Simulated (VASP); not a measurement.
# NbRu3C (Pm-3m) in VASP: a series of runs

The runs below take NbRu3C through relaxation of cell and atoms, with PBEsol.

Program: VASP 6.6.1. These are calculated values, not measurements. Logs are shortened: lines on timing, memory, paths and dates and some standing lists are left out, and cuts for length are marked.

### 1 The cell of the first run

The structure is cubic, space group Pm-3m (No. 221). The conventional cell has a = 4.065 Å, b = 4.065 Å, c = 4.065 Å, α = 90.00°, β = 90.00°, γ = 90.00°. Ru (site symmetry 4/mmm) has 2 C at 2.03 Å within 2.7 Å. Within 3.8 Å of Nb (site symmetry m-3m) lie 12 Ru at 2.87 Å and 8 C at 3.52 Å. Within 2.7 Å of C (site symmetry m-3m) lie 6 Ru at 2.03 Å.

### 2 Relaxation of cell and atoms, PBEsol, target pressure 10 GPa, at which the enthalpy is minimised

Input file INCAR:

```
SYSTEM = NbRu3C
ALGO = Normal
EDIFF = 1E-7
EDIFFG = -0.01
ENCUT = 600
GGA = PS
IBRION = 2
ISIF = 3
ISMEAR = -1
LASPH = .True.
LCHARG = .False.
LREAL = .False.
LWAVE = .False.
NELM = 100
NSW = 60
PREC = Accurate
PSTRESS = 100.0
SIGMA = 0.05
```

Input file KPOINTS:

```
k-points
0
Gamma
  7 7 7
  0 0 0
```

Input file POSCAR:

```
NbRu3C
1.0
    4.0651380000      0.0000000000      0.0000000000
    0.0000000000      4.0651380000      0.0000000000
    0.0000000000      0.0000000000      4.0651380000
Ru Nb C
3 1 1
Direct
    0.5000000000      0.5000000000      0.0000000000
    0.5000000000      0.0000000000      0.5000000000
    0.0000000000      0.5000000000      0.5000000000
    0.0000000000      0.0000000000      0.0000000000
    0.5000000000      0.5000000000      0.5000000000
```

Potentials or basis: VASP PAW PBE potentials, release 64 (Ru_pv, Nb_sv, C).

Run with:

```sh
$ cat potpaw_PBE.64/Ru_pv/POTCAR potpaw_PBE.64/Nb_sv/POTCAR potpaw_PBE.64/C/POTCAR > POTCAR
$ mpirun -np 1 vasp_std > vasp.out
```

OUTCAR:

```text
SYSTEM = NbRu3C
   EDIFF = 1E-7
   EDIFFG = -0.01
   ENCUT = 600
   GGA = PS
   IBRION = 2
   ISIF = 3
   ISMEAR = -1
   LASPH = .True.
   LREAL = .False.
   NELM = 100
   NSW = 60
   PREC = Accurate
   PSTRESS = 100.0

 ion  position               nearest neighbor table
   1  0.500  0.500  0.000-   5 2.03   5 2.03   4 2.87   2 2.87   2 2.87   3 2.87   3 2.87   2 2.87
                             4 2.87   2 2.87   3 2.87   4 2.87   3 2.87   4 2.87
   2  0.500  0.000  0.500-   5 2.03   5 2.03   4 2.87   1 2.87   1 2.87   4 2.87   1 2.87   3 2.87
                             3 2.87   1 2.87   3 2.87   4 2.87   4 2.87   3 2.87
   3  0.000  0.500  0.500-   5 2.03   5 2.03   4 2.87   1 2.87   1 2.87   4 2.87   2 2.87   4 2.87
                             4 2.87   1 2.87   2 2.87   2 2.87   1 2.87   2 2.87
   4  0.000  0.000  0.000-   1 2.87   2 2.87   3 2.87   2 2.87   3 2.87   1 2.87   3 2.87   3 2.87
                             1 2.87   2 2.87   2 2.87   1 2.87
   5  0.500  0.500  0.500-   1 2.03   2 2.03   3 2.03   1 2.03   2 2.03   3 2.03

  LATTYP: Found a simple cubic cell.
 ALAT       =     4.0651380000

  Lattice vectors:

 A1 = (   4.0651380000,   0.0000000000,   0.0000000000)
 A2 = (   0.0000000000,   4.0651380000,   0.0000000000)
 A3 = (   0.0000000000,   0.0000000000,   4.0651380000)

Analysis of symmetry for initial positions (statically):
=====================================================================
 Subroutine PRICEL returns:
 Original cell was already a primitive cell.

 Routine SETGRP: Setting up the symmetry group for a
 simple cubic supercell.

 Subroutine GETGRP returns: Found 48 space group operations
 (whereof 48 operations were pure point group operations)
 out of a pool of 48 trial point group operations.

The static configuration has the point symmetry O_h .

Analysis of symmetry for dynamics (positions and initial velocities):
=====================================================================
 Subroutine PRICEL returns:
 Original cell was already a primitive cell.

 Routine SETGRP: Setting up the symmetry group for a
 simple cubic supercell.

 Subroutine GETGRP returns: Found 48 space group operations
 (whereof 48 operations were pure point group operations)
 out of a pool of 48 trial point group operations.

The dynamic configuration has the point symmetry O_h .

 Subroutine INISYM returns: Found 48 space group operations
 (whereof 48 operations are pure point group operations),
 and found     1 'primitive' translations

----------------------------------------------------------------------------------------

                                     Primitive cell

  volume of cell :      67.1778

  direct lattice vectors                    reciprocal lattice vectors
     4.065138000  0.000000000  0.000000000     0.245994109  0.000000000  0.000000000
     0.000000000  4.065138000  0.000000000     0.000000000  0.245994109  0.000000000
     0.000000000  0.000000000  4.065138000     0.000000000  0.000000000  0.245994109

  length of vectors
     4.065138000  4.065138000  4.065138000     0.245994109  0.245994109  0.245994109

  position of ions in fractional coordinates (direct lattice)
     0.500000000  0.500000000  0.000000000
     0.500000000  0.000000000  0.500000000
     0.000000000  0.500000000  0.500000000
     0.000000000  0.000000000  0.000000000
     0.500000000  0.500000000  0.500000000

  ion indices of the primitive-cell ions
   primitive index   ion index
                 1           1
                 2           2
                 3           3
                 4           4
                 5           5

----------------------------------------------------------------------------------------

 KPOINTS: k-points

Automatic generation of k-mesh.
 Grid dimensions read from file:
 generate k-points for:    7    7    7

 Generating k-lattice:

  Cartesian coordinates                     Fractional coordinates (reciprocal lattice)
     0.035142016  0.000000000  0.000000000     0.142857143  0.000000000  0.000000000
     0.000000000  0.035142016  0.000000000     0.000000000  0.142857143  0.000000000
     0.000000000  0.000000000  0.035142016     0.000000000  0.000000000  0.142857143

  Length of vectors
     0.035142016  0.035142016  0.035142016

  Shift w.r.t. Gamma in fractional coordinates (k-lattice)
     0.000000000  0.000000000  0.000000000

 Subroutine IBZKPT returns following result:
 ===========================================

 Found     20 irreducible k-points:

 Following reciprocal coordinates:
            Coordinates               Weight
  0.000000  0.000000  0.000000      1.000000
  0.142857  0.000000  0.000000      6.000000
  0.285714  0.000000  0.000000      6.000000
  0.428571  0.000000  0.000000      6.000000
  0.142857  0.142857  0.000000     12.000000
  0.285714  0.142857  0.000000     24.000000
[... 12 lines left out ...]
  0.428571  0.428571  0.285714     24.000000
  0.428571  0.428571  0.428571      8.000000
   k-points           NKPTS =     20   k-points in BZ     NKDIM =     20   number of bands    NBANDS=     35
   number of dos      NEDOS =    301   number of ions     NIONS =      5
   total plane-waves  NPLWV =  32768
   dimension x,y,z NGX =    32 NGY =   32 NGZ =   32
   dimension x,y,z NGXF=    64 NGYF=   64 NGZF=   64
   ions per type =               3   1   1
   NGX,Y,Z   is equivalent  to a cutoff of  13.09, 13.09, 13.09 a.u.
   NGXF,Y,Z  is equivalent  to a cutoff of  26.17, 26.17, 26.17 a.u.
 SYSTEM =  NbRu3C
   PREC   = accura    normal or accurate (medium, high low for compatibility)
   ISTART =      0    job   : 0-new  1-cont  2-samecut
   ICHARG =      2    charge: 1-file 2-atom 10-const
   ISPIN  =      1    spin polarized calculation?
   LNONCOLLINEAR =      F non collinear calculations
   LSORBIT =      F    spin-orbit coupling
   LASPH  =      T    aspherical Exc in radial PAW
   ENCUT  =  600.0 eV  44.10 Ry    6.64 a.u.   8.12  8.12  8.12*2*pi/ulx,y,z
   NELM   =    100;   NELMIN=  2; NELMDL= -5     # of ELM steps
   EDIFF  = 0.1E-06   stopping-criterion for ELM
   LREAL  =      F    real-space projection
   EDIFFG = -.1E-01   stopping-criterion for IOM
   NSW    =     60    number of steps for IOM
   IBRION =      2    ionic relax: 0-MD 1-quasi-New 2-CG
   NFREE  =      1    steps in history (QN), initial steepest desc. (CG)
   ISIF   =      3    stress and relaxation
   ISYM   =      2    0-nonsym 1-usesym 2-fastsym
   POTIM  = 0.5000    time-step for ionic-motion
   TEBEG  =    0.0;   TEEND  =   0.0 temperature during run
   PSTRESS=  100.0 pullay stress
   NELECT =      59.0000    total number of electrons
   NUPDOWN=      -1.0000    fix difference up-down
   EMIN   =  10.00;   EMAX   =-10.00  energy-range for DOS
   EFERMI =   0.00;   METHOD = LEGACY
   ISMEAR =    -1;   SIGMA  =   0.05  broadening in eV -4-tet -1-fermi 0-gaus
   EFERMI_NEDOS =   21; number of points for ismear=-14 and -15
   IALGO  =     38    algorithm
   IMIX   =      4    mixing-type and parameters
     AMIX     =   0.40;   BMIX     =  1.00
     AMIX_MAG =   1.60;   BMIX_MAG =  1.00
  volume/ion in A,a.u.               =      13.44        90.67
  Fermi-wavevector in a.u.,A,eV,Ry     =   1.567774  2.962664 33.441981  2.457916
  Thomas-Fermi vector in A             =   2.669904
   LORBIT       =      0    0 simple, 1 ext, 2 COOP (PROOUT), +10 PAW based schemes
   GGA     = PS    functional components
   LHFCALC =     F    Hartree Fock is set to
   AEXX    =    0.0000 exact exchange contribution
   IVDW    =     0    specifies the selected vdW correction
   LEPSILON=     F    determine dielectric tensor
   LRPA    =     F    only Hartree local field effects (RPA)
 conjugate gradient relaxation of ions
 non-spin polarized calculation
  energy-cutoff  :      600.00
  volume of cell :       67.18
 maximum number of plane-waves:      2263
   NGX = 17   NGY = 17   NGZ = 17

--------------------------------------- Ionic step        1  -------------------------------------------

 number of electron      59.0000017 magnetization

 Free energy of the ion-electron system (eV)
  ---------------------------------------------------
  ext. energy  EPLUGINS =         0.00000000
  ---------------------------------------------------
  free energy    TOTEN  =       -51.32701057 eV

  energy without entropy =      -51.30415434  energy(sigma->0) =      -51.31558245

------------------------ aborting loop because EDIFF is reached ----------------------------------------

  FORCE on cell =-STRESS in cart. coord.  units (eV):
  Direction    XX          YY          ZZ          XY          YZ          ZX
  --------------------------------------------------------------------------------------
  -------------------------------------------------------------------------------------
  Total       -5.0062176     -5.0062176     -5.0062176      0.0000000      0.0000000      0.0000000
  in kB     -119.3972774   -119.3972774   -119.3972774      0.0000000      0.0000000      0.0000000
  external PRESSURE =    -219.3972774 kB  Pullay stress =     100.0000000 kB

 VOLUME and BASIS-vectors are now :
 -----------------------------------------------------------------------------
  energy-cutoff  :      600.00
  volume of cell :       67.18
      direct lattice vectors                 reciprocal lattice vectors
     4.065138000  0.000000000  0.000000000     0.245994109  0.000000000  0.000000000
     0.000000000  4.065138000  0.000000000     0.000000000  0.245994109  0.000000000
     0.000000000  0.000000000  4.065138000     0.000000000  0.000000000  0.245994109

 POSITION                                       TOTAL-FORCE (eV/Angst)
 -----------------------------------------------------------------------------------
      2.03257      2.03257      0.00000         0.000000      0.000000      0.000000
      2.03257      0.00000      2.03257         0.000000      0.000000      0.000000
      0.00000      2.03257      2.03257         0.000000      0.000000      0.000000
      0.00000      0.00000      0.00000         0.000000      0.000000      0.000000
      2.03257      2.03257      2.03257         0.000000      0.000000      0.000000
 -----------------------------------------------------------------------------------
    total drift:                                0.000000     -0.000000     -0.000000

  FREE ENERGIE OF THE ION-ELECTRON SYSTEM (eV)
  ---------------------------------------------------
  free  energy   TOTEN  =       -51.3270105670 eV
[... 110 lines left out ...]
 POSITION                                       TOTAL-FORCE (eV/Angst)
 -----------------------------------------------------------------------------------
      1.98501      1.98501      0.00000         0.000000      0.000000      0.000000
      1.98501      0.00000      1.98501         0.000000     -0.000000      0.000000
      0.00000      1.98501      1.98501        -0.000000      0.000000      0.000000
      0.00000      0.00000      0.00000         0.000000      0.000000      0.000000
      1.98501      1.98501      1.98501        -0.000000      0.000000      0.000000
 -----------------------------------------------------------------------------------
    total drift:                                0.000000     -0.000000     -0.000000

  FREE ENERGIE OF THE ION-ELECTRON SYSTEM (eV)
  ---------------------------------------------------
  free  energy   TOTEN  =       -51.3827158680 eV

  energy  without entropy=      -51.3642036756  energy(sigma->0) =      -51.37345977

  enthalpy is  TOTEN    =       -47.4773074310 eV   P V=        3.9054084370

--------------------------------------- Ionic step        5  -------------------------------------------

 number of electron      58.9999985 magnetization

 Free energy of the ion-electron system (eV)
  ---------------------------------------------------
  ext. energy  EPLUGINS =         0.00000000
  ---------------------------------------------------
  free energy    TOTEN  =       -51.37718975 eV

  energy without entropy =      -51.35876184  energy(sigma->0) =      -51.36797579

 E-fermi :  13.2344     XC(G=0): -13.9063

 val. band max:       13.1590835578   @ k =   0.4286   0.1429   0.1429
 cond. band min:      13.2510555840   @ k =   0.2857   0.2857   0.2857
 fundamental gap:      0.0919720262
 Fermi energy:        13.2343538124

 k-point     1 :       0.0000    0.0000    0.0000
  band No.  band energies     occupation
      1     -42.6144      2.00000
      2     -30.6737      2.00000
      3     -30.6737      2.00000
      4     -30.6737      2.00000
      5     -29.9066      2.00000
      6     -29.9066      2.00000
[... 27 lines left out ...]
     34      15.2943      0.00000
     35      16.5175      0.00000
[... 733 lines left out ...]
 VOLUME and BASIS-vectors are now :
 -----------------------------------------------------------------------------
  energy-cutoff  :      600.00
  volume of cell :       62.48
      direct lattice vectors                 reciprocal lattice vectors
     3.968093896  0.000000000  0.000000000     0.252010166 -0.000000000 -0.000000000
     0.000000000  3.968093896  0.000000000     0.000000000  0.252010166 -0.000000000
     0.000000000  0.000000000  3.968093896    -0.000000000  0.000000000  0.252010166

 POSITION                                       TOTAL-FORCE (eV/Angst)
 -----------------------------------------------------------------------------------
      1.98405      1.98405      0.00000         0.000000      0.000000      0.000000
      1.98405      0.00000      1.98405         0.000000     -0.000000      0.000000
      0.00000      1.98405      1.98405        -0.000000      0.000000      0.000000
      0.00000      0.00000      0.00000         0.000000      0.000000      0.000000
      1.98405      1.98405      1.98405        -0.000000      0.000000      0.000000
 -----------------------------------------------------------------------------------
    total drift:                                0.000000     -0.000000     -0.000000

  FREE ENERGIE OF THE ION-ELECTRON SYSTEM (eV)
  ---------------------------------------------------
  free  energy   TOTEN  =       -51.3771897460 eV

  energy  without entropy=      -51.3587618401  energy(sigma->0) =      -51.36797579

  enthalpy is  TOTEN    =       -47.4774534727 eV   P V=        3.8997362733

 reached required accuracy - stopping structural energy minimisation
```

It took 3.2 min on 1 thread of Intel Xeon Platinum 8375C at 2.90GHz (Ice Lake), shared host; peak memory 0.22 GiB.

Results:

```
Free energy                                            : -51.3772 eV
Relaxed volume                                         : 12.50 Å³/atom
Relaxed cell                                           : a = 3.968 Å, b = 3.968 Å, c = 3.968 Å, α = 90.00°, β = 90.00°, γ = 90.00°
Space group after relaxing (to 0.05 Å)                 : Pm-3m (No. 221)
Energy change on relaxing (the enthalpy is what falls) : -10.0 meV/atom
Ionic steps                                            : 5
Pressure after relaxing                                : 10.0 GPa
```

The path:
```tsv
step	energy change (eV)	largest force (eV/Å)	pressure (GPa)	volume (Å³)
1	0.0000	0.0000	-11.94	67.18
2	4.1420	0.0000	124.34	50.83
3	-0.0713	0.0000	7.89	62.86
4	-0.0557	0.0000	9.49	62.57
5	-0.0502	0.0000	10.00	62.48
```

Final structure:
```yaml
crystal:
  lattice:
    - [3.96809, 0.00000, 0.00000]
    - [0.00000, 3.96809, 0.00000]
    - [0.00000, 0.00000, 3.96809]
  atoms:
    - { symbol: Ru, position: [0.50000, 0.50000, 0.00000] }
    - { symbol: Ru, position: [0.50000, 0.00000, 0.50000] }
    - { symbol: Ru, position: [0.00000, 0.50000, 0.50000] }
    - { symbol: Nb, position: [0.00000, 0.00000, 0.00000] }
    - { symbol: C, position: [0.50000, 0.50000, 0.50000] }
```

Levels at points of the mesh, in eV from the Fermi level:
| k point | band 26 | band 27 | band 28 | band 29 | band 30 | band 31 | band 32 | band 33 |
| --- | --- | --- | --- | --- | --- | --- | --- | --- |
| (0.00, 0.00, 0.00) | -2.84 | -1.52 | -1.52 | 0.72 | 0.76 | 0.76 | 0.76 | 2.06 |

Caveat: the cell is relaxed towards a set pressure, so the enthalpy falls and the energy may rise; the PAW data sets were made with another functional, which shifts forces and pressure a little.

### 3 Relaxation of cell and atoms, PBEsol, target pressure 20 GPa, at which the enthalpy is minimised

Input file INCAR:

```
SYSTEM = NbRu3C
ALGO = Normal ; EDIFF = 1E-6
EDIFFG = -0.01 ; ENCUT = 600
GGA = PS ; IBRION = 2
ISIF = 3 ; ISMEAR = -1
LASPH = .True. ; LCHARG = .False.
LREAL = .False. ; LWAVE = .False.
NELM = 100 ; NSW = 60
PREC = Accurate ; PSTRESS = 200.0
SIGMA = 0.05
```

KPOINTS is that of step 2.

POSCAR is that of step 2.

Potentials or basis: VASP PAW PBE potentials, release 64 (Ru_pv, Nb_sv, C).

Run with:

```sh
$ cat potpaw_PBE.64/Ru_pv/POTCAR potpaw_PBE.64/Nb_sv/POTCAR potpaw_PBE.64/C/POTCAR > POTCAR
$ mpirun -np 1 vasp_std > vasp.out
```

Wall time 3.1 min (1 thread of Intel Xeon Platinum 8375C at 2.90GHz (Ice Lake), shared host); peak memory 0.22 GiB.

The run converged. Its results:

```yaml
Free_energy: -51.2249 eV
Relaxed_volume: 12.17 Å³/atom
Relaxed_cell: a = 3.933 Å, b = 3.933 Å, c = 3.933 Å, α = 90.00°, β = 90.00°, γ = 90.00°
Space_group_after_relaxing_to_0.05_Å: Pm-3m (No. 221)
Energy_change_on_relaxing_the_enthalpy_is_what_falls: +20.4 meV/atom
Ionic_steps: 5
Pressure_after_relaxing: 20.0 GPa
```

Step by step:
| step | energy change (eV) | largest force (eV/Å) | pressure (GPa) | volume (Å³) |
| --- | --- | --- | --- | --- |
| 1 | 0.0000 | 0.0000 | -11.93 | 67.18 |
| 2 | 11.6769 | 0.0000 | 262.79 | 44.36 |
| 3 | 0.0149 | 0.0000 | 14.93 | 61.64 |
| 4 | 0.0709 | 0.0000 | 18.32 | 61.10 |
| 5 | 0.1021 | 0.0000 | 19.99 | 60.84 |

Final structure:
```
Ru Nb C
1.0
     3.93308    0.00000    0.00000
     0.00000    3.93308    0.00000
     0.00000    0.00000    3.93308
Ru Nb C
3 1 1
Direct
  0.50000 0.50000 0.00000
  0.50000 0.00000 0.50000
  0.00000 0.50000 0.50000
  0.00000 0.00000 0.00000
  0.50000 0.50000 0.50000
```

Levels at points of the mesh, in eV from the Fermi level:
| k point | band 26 | band 27 | band 28 | band 29 | band 30 | band 31 | band 32 | band 33 |
| --- | --- | --- | --- | --- | --- | --- | --- | --- |
| (0.00, 0.00, 0.00) | -2.95 | -1.57 | -1.57 | 0.76 | 0.81 | 0.81 | 0.81 | 2.15 |

Caveat: the cell is relaxed towards a set pressure, so the enthalpy falls and the energy may rise; the PAW data sets were made with another functional, which shifts forces and pressure a little.
